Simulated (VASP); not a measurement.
# HPbNO4 (P2_1/m) in VASP: notebook, part 2 of 2

VASP 6.6.1.

## Step 3: Single point, PBE

This run uses another cell than the first one, of 13.09 Å³/atom.

INCAR

```
  PREC = Accurate
  ENCUT = 1340
  EDIFF = 1E-6
  ISMEAR = -1
  SIGMA = 0.05
  LREAL = F
  LASPH = T
  NELM = 120
  ALGO = Normal
  ISIF = 2
  LWAVE = F
  LCHARG = F
  GGA = PE
  NBANDS = 57
  GGA_COMPAT = F
```

KPOINTS

```
Automatic mesh
0
Gamma
  3 5 3
```

POSCAR

```
HPbNO4
1.0
    6.7603743331      0.0000000000     -0.0973006645
    0.0000000000      3.8632791912      0.0000000000
   -3.4455623105      0.0000000000      7.0649830333
H Pb N O
2 2 2 8
Direct
    0.2143274732      0.7500000000      0.5162741204
    0.7856725268      0.2500000000      0.4837258796
    0.2928863358      0.2500000000      0.2755841298
    0.7071136642      0.7500000000      0.7244158702
    0.2230038444      0.7500000000      0.8353813328
    0.7769961556      0.2500000000      0.1646186672
    0.3234552201      0.7500000000      0.4648334020
    0.4205487401      0.7500000000      0.8712480356
    0.1660022822      0.7500000000      0.9692123444
    0.0703649370      0.7500000000      0.6637784700
    0.6765447799      0.2500000000      0.5351665980
    0.5794512599      0.2500000000      0.1287519644
    0.8339977178      0.2500000000      0.0307876556
    0.9296350630      0.2500000000      0.3362215300
```

Potentials or basis: VASP PAW PBE potentials, release 64 (H_h, Pb_d, N_h, O_h).

On the command line:

```console
$ cat potpaw_PBE.64/H_h/POTCAR potpaw_PBE.64/Pb_d/POTCAR potpaw_PBE.64/N_h/POTCAR potpaw_PBE.64/O_h/POTCAR > POTCAR
$ mpirun -np 1 vasp_std > vasp.out
```

OUTCAR:

```text
PREC = Accurate
   ENCUT = 1340
   EDIFF = 1E-6
   ISMEAR = -1
   LREAL = F
   LASPH = T
   NELM = 120
   ISIF = 2
   GGA = PE

 ion  position               nearest neighbor table
   1  0.214  0.750  0.516-   7 0.99
   2  0.786  0.250  0.484-  11 0.99
   3  0.293  0.250  0.276-   7 2.39   7 2.39  11 2.47  12 2.67  14 2.70  13 2.82   4 3.89   4 3.89

   4  0.707  0.750  0.724-  11 2.39  11 2.39   7 2.47   8 2.67  10 2.70   9 2.82   3 3.89   3 3.89

   5  0.223  0.750  0.835-   8 1.23   9 1.27  10 1.28
   6  0.777  0.250  0.165-  12 1.23  13 1.27  14 1.28
   7  0.323  0.750  0.465-   1 0.99   3 2.39   3 2.39   4 2.47
   8  0.421  0.750  0.871-   5 1.23   4 2.67
   9  0.166  0.750  0.969-   5 1.27   4 2.82
  10  0.070  0.750  0.664-   5 1.28   4 2.70
  11  0.677  0.250  0.535-   2 0.99   4 2.39   4 2.39   3 2.47
  12  0.579  0.250  0.129-   6 1.23   3 2.67
  13  0.834  0.250  0.031-   6 1.27   3 2.82
  14  0.930  0.250  0.336-   6 1.28   3 2.70

  LATTYP: Found a simple monoclinic cell.
 ALAT       =     6.7610745110
 B/A-ratio  =     0.5714001798
 C/A-ratio  =     1.1412379534
 COS(beta)  =    -0.4165625803

  Lattice vectors:

 A1 = (   6.7603743331,   0.0000000000,  -0.0973006645)
 A2 = (   0.0000000000,  -3.8632791912,   0.0000000000)
 A3 = (  -3.3148120226,   0.0000000000,  -6.9676823688)

Analysis of symmetry for initial positions (statically):
=====================================================================
 Subroutine PRICEL returns:
 Original cell was already a primitive cell.

 Routine SETGRP: Setting up the symmetry group for a
 simple monoclinic supercell.

 Subroutine GETGRP returns: Found  4 space group operations
 (whereof  2 operations were pure point group operations)
 out of a pool of  4 trial point group operations.

The static configuration has the point symmetry S_2 .
 The point group associated with its full space group is C_2h.

Analysis of symmetry for dynamics (positions and initial velocities):
=====================================================================
 Subroutine PRICEL returns:
 Original cell was already a primitive cell.

 Routine SETGRP: Setting up the symmetry group for a
 simple monoclinic supercell.

 Subroutine GETGRP returns: Found  4 space group operations
 (whereof  2 operations were pure point group operations)
 out of a pool of  4 trial point group operations.

The dynamic configuration has the point symmetry S_2 .
 The point group associated with its full space group is C_2h.

 Subroutine INISYM returns: Found  4 space group operations
 (whereof  2 operations are pure point group operations),
 and found     1 'primitive' translations

----------------------------------------------------------------------------------------

                                     Primitive cell

  volume of cell :     183.2225

  direct lattice vectors                    reciprocal lattice vectors
     6.760374333  0.000000000 -0.097300664     0.148966444  0.000000000  0.072650304
     0.000000000  3.863279191  0.000000000     0.000000000  0.258847458  0.000000000
[... 83 lines left out ...]
   total plane-waves  NPLWV = 387072
   dimension x,y,z NGX =    84 NGY =   48 NGZ =   96
   dimension x,y,z NGXF=   168 NGYF=   96 NGZF=  192
   ions per type =               2   2   2   8
   NGX,Y,Z   is equivalent  to a cutoff of  20.65, 20.66, 20.30 a.u.
   NGXF,Y,Z  is equivalent  to a cutoff of  41.31, 41.31, 40.61 a.u.
 SYSTEM =  unknown system
   PREC   = accura    normal or accurate (medium, high low for compatibility)
   ISTART =      0    job   : 0-new  1-cont  2-samecut
   ICHARG =      2    charge: 1-file 2-atom 10-const
   ISPIN  =      1    spin polarized calculation?
   LNONCOLLINEAR =      F non collinear calculations
   LSORBIT =      F    spin-orbit coupling
   LASPH  =      T    aspherical Exc in radial PAW
   ENCUT  = 1340.0 eV  98.49 Ry    9.92 a.u.  20.18 11.53 23.46*2*pi/ulx,y,z
   NELM   =    120;   NELMIN=  2; NELMDL= -5     # of ELM steps
   EDIFF  = 0.1E-05   stopping-criterion for ELM
   LREAL  =      F    real-space projection
   EDIFFG = 0.1E-04   stopping-criterion for IOM
   NSW    =      0    number of steps for IOM
   IBRION =     -1    ionic relax: 0-MD 1-quasi-New 2-CG
   NFREE  =      0    steps in history (QN), initial steepest desc. (CG)
   ISIF   =      2    stress and relaxation
   ISYM   =      2    0-nonsym 1-usesym 2-fastsym
   POTIM  = 0.5000    time-step for ionic-motion
   TEBEG  =    0.0;   TEEND  =   0.0 temperature during run
   PSTRESS=    0.0 pullay stress
   NELECT =      88.0000    total number of electrons
   NUPDOWN=      -1.0000    fix difference up-down
   EMIN   =  10.00;   EMAX   =-10.00  energy-range for DOS
   EFERMI =   0.00;   METHOD = LEGACY
   ISMEAR =    -1;   SIGMA  =   0.05  broadening in eV -4-tet -1-fermi 0-gaus
   EFERMI_NEDOS =   21; number of points for ismear=-14 and -15
   IALGO  =     38    algorithm
   IMIX   =      4    mixing-type and parameters
     AMIX     =   0.40;   BMIX     =  1.00
     AMIX_MAG =   1.60;   BMIX_MAG =  1.00
  volume/ion in A,a.u.               =      13.09        88.32
  Fermi-wavevector in a.u.,A,eV,Ry     =   1.282063  2.422748 22.363710  1.643686
  Thomas-Fermi vector in A             =   2.414397
   LORBIT       =      0    0 simple, 1 ext, 2 COOP (PROOUT), +10 PAW based schemes
   GGA     = PE    functional components
   LHFCALC =     F    Hartree Fock is set to
   AEXX    =    0.0000 exact exchange contribution
   IVDW    =     0    specifies the selected vdW correction
   LEPSILON=     F    determine dielectric tensor
   LRPA    =     F    only Hartree local field effects (RPA)
 non-spin polarized calculation
  energy-cutoff  :     1340.00
  volume of cell :      183.22
 maximum number of plane-waves:     20439
 NGX is ok and might be reduce to    84
   NGX = 41   NGY = 23   NGZ = 47

 number of electron      88.0000000 magnetization

 Free energy of the ion-electron system (eV)
  ---------------------------------------------------
  ext. energy  EPLUGINS =         0.00000000
  ---------------------------------------------------
  free energy    TOTEN  =       -81.30817152 eV

  energy without entropy =      -81.30817152  energy(sigma->0) =      -81.30817152

 E-fermi :   3.3100     XC(G=0):  -9.1223

 val. band max:        2.1954571536   @ k =  -0.3333   0.0000   0.3333
 cond. band min:       4.9975430246   @ k =   0.0000   0.2000   0.3333
 fundamental gap:      2.8020858710
 Fermi energy:         3.3099680587

 k-point     1 :       0.0000    0.0000    0.0000
  band No.  band energies     occupation
      1     -23.9307      2.00000
      2     -23.8520      2.00000
      3     -18.6462      2.00000
      4     -18.4969      2.00000
      5     -18.2119      2.00000
      6     -18.1205      2.00000
[... 874 lines left out ...]
     55      10.9651      0.00000
     56      11.1154      0.00000
 [bands above 56 left out]

------------------------ aborting loop because EDIFF is reached ----------------------------------------

  FORCE on cell =-STRESS in cart. coord.  units (eV):
  Direction    XX          YY          ZZ          XY          YZ          ZX
  --------------------------------------------------------------------------------------
  -------------------------------------------------------------------------------------
  Total        5.4369172      5.4230163      5.4262866      0.0000000      0.0000000     -0.0076234
  in kB       47.5427753     47.4212200     47.4498168      0.0000000      0.0000000     -0.0666622
  external PRESSURE =      47.4712707 kB  Pullay stress =       0.0000000 kB

 VOLUME and BASIS-vectors are now :
 -----------------------------------------------------------------------------
  energy-cutoff  :     1340.00
  volume of cell :      183.22
      direct lattice vectors                 reciprocal lattice vectors
     6.760374333  0.000000000 -0.097300664     0.148966444  0.000000000  0.072650304
     0.000000000  3.863279191  0.000000000     0.000000000  0.258847458  0.000000000
    -3.445562311  0.000000000  7.064983033     0.002051602  0.000000000  0.142543714

 POSITION                                       TOTAL-FORCE (eV/Angst)
 -----------------------------------------------------------------------------------
     -0.32992      2.89746      3.62661        -0.005765     -0.000000     -0.001125
      3.64473      0.96582      3.34107         0.005765      0.000000      0.001125
      1.03048      0.96582      1.91850         0.002388      0.000000     -0.015116
      2.28433      2.89746      5.04918        -0.002388     -0.000000      0.015116
     -1.37077      2.89746      5.88026        -0.008905      0.000000     -0.006428
      4.68558      0.96582      1.08743         0.008905     -0.000000      0.006428
      0.58507      2.89746      3.25257        -0.000725     -0.000000      0.009482
     -0.15887      2.89746      6.11443         0.011681     -0.000000      0.001350
     -2.21724      2.89746      6.83132        -0.001509      0.000000     -0.001684
     -1.81140      2.89746      4.68274         0.002047     -0.000000      0.009837
      2.72975      0.96582      3.71511         0.000725     -0.000000     -0.009482
      3.47368      0.96582      0.85325        -0.011681     -0.000000     -0.001350
      5.53206      0.96582      0.13637         0.001509     -0.000000      0.001684
      5.12621      0.96582      2.28495        -0.002047     -0.000000     -0.009837
 -----------------------------------------------------------------------------------
    total drift:                                0.000000     -0.000000     -0.000000

  FREE ENERGIE OF THE ION-ELECTRON SYSTEM (eV)
  ---------------------------------------------------
  free  energy   TOTEN  =       -81.3081715230 eV

  energy  without entropy=      -81.3081715229  energy(sigma->0) =      -81.30817152
```

Wall time 11 min (1 thread of Intel Xeon Platinum 8488C (Sapphire Rapids), shared host); peak memory 1.1 GiB.

Results:

```yaml
Free_energy: -81.3082 eV
Pressure: 4.7 GPa
Largest_force: 0.015 eV/Å
Band_gap_on_the_k_mesh: 2.80 eV (least direct gap 2.92 eV)
```

Forces in eV/Å, atoms in the order of the input:
```
H   -0.006  0.000 -0.001
H    0.006  0.000  0.001
Pb   0.002  0.000 -0.015
Pb  -0.002  0.000  0.015
N   -0.009  0.000 -0.006
N    0.009  0.000  0.006
O   -0.001  0.000  0.009
O    0.012  0.000  0.001
O   -0.002  0.000 -0.002
O    0.002  0.000  0.010
O    0.001  0.000 -0.009
O   -0.012  0.000 -0.001
O    0.002  0.000  0.002
O   -0.002  0.000 -0.010
```

Levels at points of the mesh, in eV from the valence-band top:
```tsv
k point	band 41	band 42	band 43	band 44	band 45	band 46	band 47	band 48
(0.00, 0.00, 0.00)	-1.53	-0.85	-0.72	-0.06	2.86	3.58	4.27	4.53
```

Caveat: the cell stands under pressure; spin-orbit coupling is left out, which moves the levels of the heavy elements.
